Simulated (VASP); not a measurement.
A run of VASP 6.6.1:

Contents of POSCAR:

```
BAs
1.0
    0.0000000000      2.3677547627      2.3677547627
    2.3677547627      0.0000000000      2.3677547627
    2.3677547627      2.3677547627      0.0000000000
B As
1 1
Direct
    0.0000000000      0.0000000000      0.0000000000
    0.2500000000      0.2500000000      0.2500000000
```

The input INCAR.step1:

```
PREC = Accurate
ENCUT = 520
ISMEAR = 0
SIGMA = 0.02
LREAL = False
LASPH = True
NELM = 80
NBANDS = 11
GGA = PE
ALGO = Normal
EDIFF = 1E-4
LWAVE = True
LCHARG = False
```

INCAR.step2

```
PREC = Accurate
ENCUT = 520
EDIFF = 1E-6
ISMEAR = 0
SIGMA = 0.02
LREAL = False
LASPH = True
NELM = 80
ALGO = Normal
ISIF = 2
LWAVE = False
LCHARG = True
METAGGA = R2SCAN
LMIXTAU = True
LELF = True
LVHAR = True
NBANDS = 11
ISTART = 1
```

The input KPOINTS:

```
regular mesh
0
Gamma
  10 10 10
```

Potentials or basis: VASP PAW PBE potentials, release 64 (B, As).

Launch:

```console
$ cat potpaw_PBE.64/B/POTCAR potpaw_PBE.64/As/POTCAR > POTCAR
$ cp INCAR.step1 INCAR
$ mpirun -np 1 vasp_std > vasp.out
$ cp INCAR.step2 INCAR
$ mpirun -np 1 vasp_std > vasp.out
```

Hardware: 1 thread of Intel(R) Xeon(R) Platinum 8488C (Sapphire Rapids), with other jobs on the host.

Q: How long does it take, and how much memory?

A: It took 50 s on 1 thread of Intel(R) Xeon(R) Platinum 8488C (Sapphire Rapids) (shared host), peak memory 0.17 GiB. Counts: k points 47.
